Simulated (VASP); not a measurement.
# Ag (Fm-3m) in VASP: further runs

Runs on Ag. Level: PBEsol. Tasks: single point, relaxation of volume and atoms at fixed shape.

Program: VASP 6.6.1. These are calculated values, not measurements. Logs are shortened: lines on timing, memory, paths and dates and some standing lists are left out, and cuts for length are marked.

**1. The cell of the first run**

Symmetry: Fm-3m, No. 225, cubic system. The conventional cell has a = 4.054 Å, b = 4.054 Å, c = 4.054 Å, α = 90.00°, β = 90.00°, γ = 90.00°. Within 3.8 Å of Ag (site symmetry m-3m) lie 12 Ag at 2.87 Å.

**2. Single point, PBEsol**

File INCAR:

```
SYSTEM = Ag
PREC = Accurate ; ENCUT = 520
EDIFF = 1E-7 ; ISMEAR = 1
SIGMA = 0.05 ; LREAL = .False.
LASPH = .True. ; NELM = 100
ALGO = Normal ; ISIF = 2
LWAVE = .False. ; LCHARG = .True.
GGA = PS ; LELF = .True.
LVHAR = .True. ; NBANDS = 12
```

File KPOINTS:

```
Automatic mesh
0
Gamma
  18 18 18
  0 0 0
```

File POSCAR:

```
Ag
1.0
    2.8668699920      0.0000000000      0.0000000000
    1.4334349960      2.4827822424      0.0000000000
    1.4334349960      0.8275940808      2.3407895464
Ag
1
Direct
    0.0000000000      0.0000000000      0.0000000000
```

Potentials or basis: VASP PAW PBE potentials, release 64 (Ag).

Command:

```bash
$ cat potpaw_PBE.64/Ag/POTCAR > POTCAR
$ mpirun -np 1 vasp_std > vasp.out
```

OUTCAR:

```text
SYSTEM = Ag
   PREC = Accurate
   ENCUT = 520
   EDIFF = 1E-7
   ISMEAR = 1
   LREAL = .False.
   LASPH = .True.
   NELM = 100
   ISIF = 2
   GGA = PS

 ion  position               nearest neighbor table
   1  0.000  0.000  0.000-

  LATTYP: Found a face centered cubic cell.
 ALAT       =     4.0543664242

  Lattice vectors:

 A1 = (   2.8668699920,   0.0000000000,   0.0000000000)
 A2 = (   1.4334349960,   2.4827822424,   0.0000000000)
 A3 = (   1.4334349960,   0.8275940808,   2.3407895464)

Analysis of symmetry for initial positions (statically):
=====================================================================
 Subroutine PRICEL returns:
 Original cell was already a primitive cell.

 Routine SETGRP: Setting up the symmetry group for a
 face centered cubic supercell.

 Subroutine GETGRP returns: Found 48 space group operations
 (whereof 48 operations were pure point group operations)
 out of a pool of 48 trial point group operations.

The static configuration has the point symmetry O_h .

Analysis of symmetry for dynamics (positions and initial velocities):
=====================================================================
 Subroutine PRICEL returns:
 Original cell was already a primitive cell.

 Routine SETGRP: Setting up the symmetry group for a
 face centered cubic supercell.

 Subroutine GETGRP returns: Found 48 space group operations
 (whereof 48 operations were pure point group operations)
 out of a pool of 48 trial point group operations.

The dynamic configuration has the point symmetry O_h .

 Subroutine INISYM returns: Found 48 space group operations
 (whereof 48 operations are pure point group operations),
 and found     1 'primitive' translations

----------------------------------------------------------------------------------------

                                     Primitive cell

  volume of cell :      16.6613

  direct lattice vectors                    reciprocal lattice vectors
     2.866869992  0.000000000  0.000000000     0.348812469 -0.201386973 -0.142402094
     1.433434996  2.482782242  0.000000000     0.000000000  0.402773946 -0.142402094
     1.433434996  0.827594081  2.340789546     0.000000000  0.000000000  0.427206282

  length of vectors
     2.866869992  2.866869992  2.866869992     0.427206282  0.427206282  0.427206282

  position of ions in fractional coordinates (direct lattice)
     0.000000000  0.000000000  0.000000000

  ion indices of the primitive-cell ions
   primitive index   ion index
                 1           1

----------------------------------------------------------------------------------------

 KPOINTS: Automatic mesh

Automatic generation of k-mesh.
 Grid dimensions read from file:
 generate k-points for:   18   18   18

 Generating k-lattice:

  Cartesian coordinates                     Fractional coordinates (reciprocal lattice)
     0.019378470 -0.011188165 -0.007911227     0.055555556  0.000000000 -0.000000000
     0.000000000  0.022376330 -0.007911227     0.000000000  0.055555556 -0.000000000
     0.000000000  0.000000000  0.023733682     0.000000000  0.000000000  0.055555556

  Length of vectors
     0.023733682  0.023733682  0.023733682

  Shift w.r.t. Gamma in fractional coordinates (k-lattice)
     0.000000000  0.000000000  0.000000000

 Subroutine IBZKPT returns following result:
 ===========================================

 Found    195 irreducible k-points:

 Following reciprocal coordinates:
            Coordinates               Weight
  0.000000  0.000000  0.000000      1.000000
  0.055556  0.000000 -0.000000      8.000000
  0.111111  0.000000 -0.000000      8.000000
  0.166667 -0.000000 -0.000000      8.000000
  0.222222 -0.000000 -0.000000      8.000000
  0.277778  0.000000  0.000000      8.000000
[... 16 lines left out ...]
 -0.277778  0.055556  0.000000     24.000000
 -0.222222  0.055556  0.000000     24.000000
 [... further k-points ...]
   k-points           NKPTS =    195   k-points in BZ     NKDIM =    195   number of bands    NBANDS=     12
   number of dos      NEDOS =    301   number of ions     NIONS =      1
   total plane-waves  NPLWV =  13824
   dimension x,y,z NGX =    24 NGY =   24 NGZ =   24
   dimension x,y,z NGXF=    48 NGYF=   48 NGZF=   48
   ions per type =               1
   NGX,Y,Z   is equivalent  to a cutoff of  13.92, 13.92, 13.92 a.u.
   NGXF,Y,Z  is equivalent  to a cutoff of  27.83, 27.83, 27.83 a.u.
 SYSTEM =  Ag
   PREC   = accura    normal or accurate (medium, high low for compatibility)
   ISTART =      0    job   : 0-new  1-cont  2-samecut
   ICHARG =      2    charge: 1-file 2-atom 10-const
   ISPIN  =      1    spin polarized calculation?
   LNONCOLLINEAR =      F non collinear calculations
   LSORBIT =      F    spin-orbit coupling
   LASPH  =      T    aspherical Exc in radial PAW
   ENCUT  =  520.0 eV  38.22 Ry    6.18 a.u.   5.33  5.33  5.33*2*pi/ulx,y,z
   NELM   =    100;   NELMIN=  2; NELMDL= -5     # of ELM steps
   EDIFF  = 0.1E-06   stopping-criterion for ELM
   LREAL  =      F    real-space projection
   EDIFFG = 0.1E-05   stopping-criterion for IOM
   NSW    =      0    number of steps for IOM
   IBRION =     -1    ionic relax: 0-MD 1-quasi-New 2-CG
   NFREE  =      0    steps in history (QN), initial steepest desc. (CG)
   ISIF   =      2    stress and relaxation
   ISYM   =      2    0-nonsym 1-usesym 2-fastsym
   POTIM  = 0.5000    time-step for ionic-motion
   TEBEG  =    0.0;   TEEND  =   0.0 temperature during run
   PSTRESS=    0.0 pullay stress
   NELECT =      11.0000    total number of electrons
   NUPDOWN=      -1.0000    fix difference up-down
   EMIN   =  10.00;   EMAX   =-10.00  energy-range for DOS
   EFERMI =   0.00;   METHOD = LEGACY
   ISMEAR =     1;   SIGMA  =   0.05  broadening in eV -4-tet -1-fermi 0-gaus
   EFERMI_NEDOS =   21; number of points for ismear=-14 and -15
   IALGO  =     38    algorithm
   IMIX   =      4    mixing-type and parameters
     AMIX     =   0.40;   BMIX     =  1.00
     AMIX_MAG =   1.60;   BMIX_MAG =  1.00
  volume/ion in A,a.u.               =      16.66       112.44
  Fermi-wavevector in a.u.,A,eV,Ry     =   1.425507  2.693818 27.647999  2.032071
  Thomas-Fermi vector in A             =   2.545884
   LORBIT       =      0    0 simple, 1 ext, 2 COOP (PROOUT), +10 PAW based schemes
   GGA     = PS    functional components
   LHFCALC =     F    Hartree Fock is set to
   AEXX    =    0.0000 exact exchange contribution
   IVDW    =     0    specifies the selected vdW correction
   LEPSILON=     F    determine dielectric tensor
   LRPA    =     F    only Hartree local field effects (RPA)
 non-spin polarized calculation
 Methfessel and Paxton  Order N= 1 SIGMA  =   0.05
  energy-cutoff  :      520.00
  volume of cell :       16.66
 maximum number of plane-waves:       464
 NGX is ok and might be reduce to    24
   NGX = 11   NGY = 11   NGZ = 11

 number of electron      11.0000001 magnetization

 Free energy of the ion-electron system (eV)
  ---------------------------------------------------
  ext. energy  EPLUGINS =         0.00000000
  ---------------------------------------------------
  free energy    TOTEN  =        -3.31146095 eV

  energy without entropy =       -3.31129345  energy(sigma->0) =       -3.31140512

 E-fermi :   8.4732     XC(G=0): -12.5502

 val. band max:        8.4637297076   @ k =   0.5000   0.1667   0.0556
 cond. band min:       8.6543274300   @ k =   0.5000   0.3333   0.1111
 fundamental gap:      0.1905977223
 Fermi energy:         8.4732216136

 k-point     1 :       0.0000    0.0000    0.0000
  band No.  band energies     occupation
      1       0.5534      2.00000
      2       3.7018      2.00000
      3       3.7018      2.00000
      4       3.7018      2.00000
      5       4.7924      2.00000
      6       4.7924      2.00000
      7      24.5898      0.00000
      8      28.2993      0.00000
      9      28.2993      0.00000
     10      28.2993      0.00000
     11      33.1774      0.00000
     12      34.4578      0.00000

 k-point     2 :       0.0556    0.0000   -0.0000
  band No.  band energies     occupation
      1       0.6521      2.00000
      2       3.6777      2.00000
      3       3.7301      2.00000
      4       3.7301      2.00000
      5       4.7811      2.00000
      6       4.7811      2.00000
      7      24.6209      0.00000
      8      27.4591      0.00000
      9      28.3480      0.00000
     10      28.3480      0.00000
     11      33.3432      0.00000
     12      34.3264      0.00000

 k-point     3 :       0.1111    0.0000   -0.0000
  band No.  band energies     occupation
      1       0.9374      2.00000
      2       3.6204      2.00000
      3       3.8035      2.00000
      4       3.8035      2.00000
      5       4.7589      2.00000
      6       4.7589      2.00000
      7      24.4329      0.00000
      8      26.0152      0.00000
      9      28.4701      0.00000
     10      28.4701      0.00000
     11      32.4932      0.00000
     12      33.8839      0.00000
[... 286 lines left out ...]
 k-point    23 :      -0.2778    0.0556    0.0000
  band No.  band energies     occupation
      1       2.1904      2.00000
      2       3.8379      2.00000
      3       3.9050      2.00000
      4       4.2907      2.00000
      5       4.9387      2.00000
      6       5.4396      2.00000
      7      18.1048      0.00000
      8      24.5636      0.00000
      9      26.8402      0.00000
     10      29.3410      0.00000
     11      31.0246      0.00000
     12      31.2751      0.00000

 k-point    24 :      -0.2222    0.0556    0.0000
  band No.  band energies     occupation
      1       2.0152      2.00000
      2       3.6852      2.00000
      3       3.9584      2.00000
      4       3.9678      2.00000
      5       4.7387      2.00000
      6       5.1176      2.00000
      7      20.2629      0.00000
      8      24.8854      0.00000
      9      27.3854      0.00000
     10      30.0310      0.00000
     11      30.5010      0.00000
     12      31.5486      0.00000

 [... further k-points ...]
[... 5 lines left out ...]
  --------------------------------------------------------------------------------------
  -------------------------------------------------------------------------------------
  Total       -0.0229819     -0.0229819     -0.0229819      0.0000000     -0.0000000      0.0000000
  in kB       -2.2099783     -2.2099783     -2.2099783      0.0000000     -0.0000000      0.0000000
  external PRESSURE =      -2.2099783 kB  Pullay stress =       0.0000000 kB

 VOLUME and BASIS-vectors are now :
 -----------------------------------------------------------------------------
  energy-cutoff  :      520.00
  volume of cell :       16.66
      direct lattice vectors                 reciprocal lattice vectors
     2.866869992  0.000000000  0.000000000     0.348812469 -0.201386973 -0.142402094
     1.433434996  2.482782242  0.000000000     0.000000000  0.402773946 -0.142402094
     1.433434996  0.827594081  2.340789546     0.000000000  0.000000000  0.427206282

 POSITION                                       TOTAL-FORCE (eV/Angst)
 -----------------------------------------------------------------------------------
      0.00000      0.00000      0.00000         0.000000      0.000000      0.000000
 -----------------------------------------------------------------------------------
    total drift:                               -0.000000     -0.000000     -0.000000

  FREE ENERGIE OF THE ION-ELECTRON SYSTEM (eV)
  ---------------------------------------------------
  free  energy   TOTEN  =        -3.3114609522 eV

  energy  without entropy=       -3.3112934521  energy(sigma->0) =       -3.31140512
```

It took 36 s on 1 thread of AMD EPYC 7R43 (Zen 3), shared host; peak memory 0.13 GiB.

What came out:

```
Free energy : -3.3115 eV
Pressure    : -0.2 GPa
```

Levels at points of the mesh, in eV from the Fermi level:
```csv
k point,band 3,band 4,band 5,band 6,band 7,band 8,band 9,band 10
"(0.00, 0.00, 0.00)",-4.77,-4.77,-3.68,-3.68,16.12,19.83,19.83,19.83
"(0.50, 0.00, 0.00)",-4.79,-2.85,-2.85,-0.44,3.80,15.35,18.13,18.13
"(0.50, 0.50, 0.00)",-2.88,-2.63,-2.63,1.60,6.98,10.80,10.80,17.52
```

Caveat: the PAW data sets were made with another functional, which shifts forces and pressure a little.

**3. Relaxation of volume and atoms at fixed shape, PBEsol**

This run uses another cell than the first one, of 17.05 Å³/atom, 1.023 times its volume.

File INCAR:

```
PREC = Accurate ; ENCUT = 600
EDIFF = 1E-6 ; ISMEAR = 1
SIGMA = 0.05 ; LREAL = F
LASPH = T ; NELM = 100
ALGO = Normal ; ISIF = 8
LWAVE = F ; LCHARG = F
GGA = PS ; IBRION = 2
NSW = 80 ; EDIFFG = -0.03
```

File KPOINTS:

```
Automatic mesh
0
Gamma
  18 18 18
```

File POSCAR:

```
Ag
1.0
    2.8888850000      0.0000000000      0.0000000000
    1.4444425000      2.5018477986      0.0000000000
    1.4444425000      0.8339492662      2.3587647252
Ag
1
Direct
    0.0000000000      0.0000000000      0.0000000000
```

Potentials or basis: VASP PAW PBE potentials, release 64 (Ag).

Command:

```bash
$ cat potpaw_PBE.64/Ag/POTCAR > POTCAR
$ mpirun -np 1 vasp_std > vasp.out
```

OUTCAR:

```text
PREC = Accurate
   ENCUT = 600
   EDIFF = 1E-6
   ISMEAR = 1
   LREAL = F
   LASPH = T
   NELM = 100
   ISIF = 8
   GGA = PS
   IBRION = 2
   NSW = 80
   EDIFFG = -0.03

 ion  position               nearest neighbor table
   1  0.000  0.000  0.000-

  LATTYP: Found a face centered cubic cell.
 ALAT       =     4.0855003471

  Lattice vectors:

 A1 = (   2.8888850000,   0.0000000000,   0.0000000000)
 A2 = (   1.4444425000,   2.5018477986,   0.0000000000)
 A3 = (   1.4444425000,   0.8339492662,   2.3587647252)

Analysis of symmetry for initial positions (statically):
=====================================================================
 Subroutine PRICEL returns:
 Original cell was already a primitive cell.

 Routine SETGRP: Setting up the symmetry group for a
 face centered cubic supercell.

 Subroutine GETGRP returns: Found 48 space group operations
 (whereof 48 operations were pure point group operations)
 out of a pool of 48 trial point group operations.

The static configuration has the point symmetry O_h .

Analysis of symmetry for dynamics (positions and initial velocities):
[... 165 lines left out ...]
  -------------------------------------------------------------------------------------
  Total       -0.2949813     -0.2949813     -0.2949813     -0.0000000     -0.0000000     -0.0000000
  in kB      -27.7223049    -27.7223049    -27.7223049     -0.0000000     -0.0000000     -0.0000000
  external PRESSURE =     -27.7223049 kB  Pullay stress =       0.0000000 kB
[... 57 lines left out ...]
--------------------------------------- Ionic step        3  -------------------------------------------

 number of electron      11.0000001 magnetization

 Free energy of the ion-electron system (eV)
  ---------------------------------------------------
  ext. energy  EPLUGINS =         0.00000000
  ---------------------------------------------------
  free energy    TOTEN  =        -3.31182377 eV

  energy without entropy =       -3.31165617  energy(sigma->0) =       -3.31176790

 E-fermi :   8.5003     XC(G=0): -12.5613

 val. band max:        8.4902055771   @ k =   0.5000   0.1667   0.0556
 cond. band min:       8.6821824054   @ k =   0.5000   0.3333   0.1111
 fundamental gap:      0.1919768283
 Fermi energy:         8.5002692773

 k-point     1 :       0.0000    0.0000    0.0000
  band No.  band energies     occupation
      1       0.5659      2.00000
      2       3.7211      2.00000
      3       3.7211      2.00000
      4       3.7211      2.00000
      5       4.8152      2.00000
      6       4.8152      2.00000
      7      24.6200      0.00000
      8      28.3406      0.00000
      9      28.3406      0.00000
[... 265 lines left out ...]
 k-point    24 :      -0.2222    0.0556   -0.0000
  band No.  band energies     occupation
      1       2.0298      2.00000
      2       3.7038      2.00000
      3       3.9784      2.00000
      4       3.9877      2.00000
      5       4.7612      2.00000
      6       5.1413      2.00000
      7      20.3041      0.00000
      8      24.9218      0.00000
      9      27.4317      0.00000

 [... further k-points ...]
[... 5 lines left out ...]
  --------------------------------------------------------------------------------------
  -------------------------------------------------------------------------------------
  Total       -0.0005885     -0.0005885     -0.0005885     -0.0000000      0.0000000      0.0000000
  in kB       -0.0566934     -0.0566934     -0.0566934     -0.0000000      0.0000000      0.0000000
  external PRESSURE =      -0.0566934 kB  Pullay stress =       0.0000000 kB
[... 16 lines left out ...]
  FREE ENERGIE OF THE ION-ELECTRON SYSTEM (eV)
  ---------------------------------------------------
  free  energy   TOTEN  =        -3.3118237695 eV

  energy  without entropy=       -3.3116561654  energy(sigma->0) =       -3.31176790

 reached required accuracy - stopping structural energy minimisation
```

OSZICAR:

```text
N       E                     dE             d eps       ncg     rms          rms(c)
DAV:   1     0.491872524391E+02    0.49187E+02   -0.62372E+03  3550   0.124E+03
DAV:   2    -0.323417890020E+01   -0.52421E+02   -0.50344E+02  3595   0.222E+02
DAV:   3    -0.365655947081E+01   -0.42238E+00   -0.42225E+00  4134   0.244E+01
[... 20 lines left out ...]
DAV:   2    -0.331339759504E+01    0.48035E-01   -0.20675E-01  3549   0.500E+00    0.475E-01
DAV:   3    -0.331213569830E+01    0.12619E-02   -0.32283E-03  3604   0.574E-01    0.314E-01
DAV:   4    -0.331182183302E+01    0.31387E-03   -0.42629E-04  3717   0.205E-01    0.122E-02
DAV:   5    -0.331182313537E+01   -0.13024E-05   -0.13926E-05  3778   0.371E-02    0.561E-03
DAV:   6    -0.331182376948E+01   -0.63411E-06   -0.89915E-07  3371   0.114E-02
   3 F= -.33118238E+01 E0= -.33117679E+01  d E =-.372195E-02
```

Run time: 66 s. Hardware: 1 thread of AMD EPYC 7R43 (Zen 3), shared host; peak memory 0.14 GiB.

What came out:

```yaml
Free_energy: -3.3118 eV
Relaxed_volume: 16.63 Å³/atom
Relaxed_cell: a = 2.865 Å, b = 2.865 Å, c = 2.865 Å, α = 60.00°, β = 60.00°, γ = 60.00°
Space_group_after_relaxing_to_0.05_Å: Fm-3m (No. 225)
Energy_gained_by_relaxing: 3.7 meV/atom
Ionic_steps: 3
Pressure_after_relaxing: 0.0 GPa
```

The path:
```tsv
step	energy change (eV)	largest force (eV/Å)	pressure (GPa)	volume (Å³)
1	0.0000	0.0000	-2.77	17.05
2	-0.0016	0.0000	2.30	16.33
3	-0.0037	0.0000	-0.01	16.63
```

Final structure:
```xyz
1
Lattice="2.8651 0.0000 0.0000 1.4325 2.4812 0.0000 1.4325 0.8271 2.3393" Properties=species:S:1:pos:R:3 pbc="T T T"
Ag    0.0000    0.0000    0.0000
```

Levels at points of the mesh, in eV from the Fermi level:
| k point | band 2 | band 3 | band 4 | band 5 | band 6 | band 7 | band 8 | band 9 |
| --- | --- | --- | --- | --- | --- | --- | --- | --- |
| (0.00, 0.00, 0.00) | -4.78 | -4.78 | -4.78 | -3.69 | -3.69 | 16.12 | 19.84 | 19.84 |
| (0.50, 0.00, 0.00) | -4.80 | -4.80 | -2.85 | -2.85 | -0.45 | 3.81 | 15.36 | 18.15 |
| (0.50, 0.50, 0.00) | -6.36 | -2.88 | -2.63 | -2.63 | 1.60 | 7.00 | 10.81 | 10.81 |

Caveat: the PAW data sets were made with another functional, which shifts forces and pressure a little.
